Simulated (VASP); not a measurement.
A run of VASP 6.6.1 is set up as follows.

INCAR

```
SYSTEM = Sm3O
PREC = Accurate ; ENCUT = 600
EDIFF = 1E-6 ; ISMEAR = 0
SIGMA = 0.1 ; LREAL = .False.
LASPH = .True. ; NELM = 200
ALGO = Normal ; ISIF = 2
LWAVE = .False. ; LCHARG = .False.
GGA = PE ; NBANDS = 28
GGA_COMPAT = .False. ; LMAXMIX = 6
```

The input KPOINTS:

```
Automatic mesh
0
Gamma
  12 12 14
  0 0 0
```

Contents of POSCAR:

```
Sm3O
1.0
    5.8444803439      0.0000000000      0.0000000000
   -2.9222401719      5.0614684497      0.0000000000
    0.0000000000      0.0000000000      3.5939581550
Sm O
3 1
Direct
    0.5000000000      0.0000000000      0.0000000000
    0.0000000000      0.5000000000      0.0000000000
    0.5000000000      0.5000000000      0.0000000000
    0.0000000000      0.0000000000      0.0000000000
```

Potentials or basis: VASP PAW PBE potentials, release 64 (Sm_3, O), 4f in core.

Run with:

```bash
$ cat potpaw_PBE.64/Sm_3/POTCAR potpaw_PBE.64/O/POTCAR > POTCAR
$ mpirun -np 1 vasp_std > vasp.out
```

Problem. Estimate the band gap on the k mesh.

Solution. Zero (an odd number of electrons rules out a gap without spin polarisation).

Problem. What does it give for the pressure?

Solution. 0.4 GPa.

Stress tensor (GPa, compression positive):
```
0.52 0.00 0.00
0.00 0.52 0.00
0.00 0.00 0.04
```

Caveat: spin-orbit coupling is left out, which moves the levels of the heavy elements; the 4f electrons are frozen in the core, so they carry no moment and show no levels; an odd number of electrons without spin polarisation forces a metal; a magnetic or distorted state may lie lower; the run has no spin polarisation, though such a crystal can be magnetic. Spin polarisation is off, so any magnetic state and its effect on volume and gap are missing.
